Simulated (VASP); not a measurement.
A run of VASP 6.6.1 is set up as follows.

Contents of INCAR:

```
ALGO = Normal
EDIFF = 1E-6
ENCUT = 520
GGA = PE
ISIF = 2
ISMEAR = 1
LASPH = T
LCHARG = F
LREAL = F
LWAVE = F
NBANDS = 48
NELM = 60
PREC = Accurate
SIGMA = 0.15
```

The input KPOINTS:

```
k-points
0
Gamma
  2 3 3
```

The input POSCAR:

```
Al2As4Ir
1.0
    7.5406600000      0.8320200000     -0.4766460000
    0.4843840000      6.5997680000     -0.2666420000
    1.0551440000      1.2870830000      6.1411170000
Ir Al As
2 4 8
Direct
    0.7817696934      0.2441922441      0.5606521266
    0.6646967352      0.3618506533      0.0258706392
    0.7995689400      0.9728734717      0.2346837335
    0.2289065095      0.7357609140      0.1640079702
    0.0228460508      0.1252317963      0.8922880862
    0.6720322886      0.8820534097      0.7694281004
    0.9104376988      0.6327099012      0.0517496281
    0.2308599933      0.3565721258      0.6489857785
    0.5448192018      0.6881218020      0.3577269521
    0.4694654868      0.1279161709      0.3766138424
    0.1064561995      0.9455011473      0.5469702399
    0.2321845699      0.3563982428      0.0770572498
    0.3935444682      0.7042089766      0.7888576437
    0.9596037321      0.6270781610      0.5054399152
```

Potentials or basis: VASP PAW PBE potentials, release 64 (Ir, Al, As).

The run is started by

```sh
$ cat potpaw_PBE.64/Ir/POTCAR potpaw_PBE.64/Al/POTCAR potpaw_PBE.64/As/POTCAR > POTCAR
$ mpirun -np 1 vasp_std > vasp.out
```

Q: Estimate the band gap on the k mesh.

A: Zero (bands 35 and 36 overlap by 0.20 eV).

Q: Estimate the pressure.

A: -9.1 GPa.

Forces in eV/Å, atoms in the order of the input:
```
Ir  -0.168 -1.413  0.404
Ir   0.786 -0.691  0.619
Al  -0.111  1.118 -0.025
Al   0.170  0.400  0.381
Al  -1.240  0.376 -0.043
Al   0.652  0.771 -0.382
As  -1.733 -0.660 -0.312
As   0.134  0.251  0.274
As  -0.043 -0.666 -0.292
As   0.620  0.876 -0.556
As  -0.896  0.736 -0.120
As   0.785 -0.136 -0.096
As   1.175 -0.241 -0.375
As  -0.131 -0.721  0.524
```

Caveat: the k points lie up to 0.42 Å⁻¹ apart; spin-orbit coupling is left out, which moves the levels of the heavy elements.
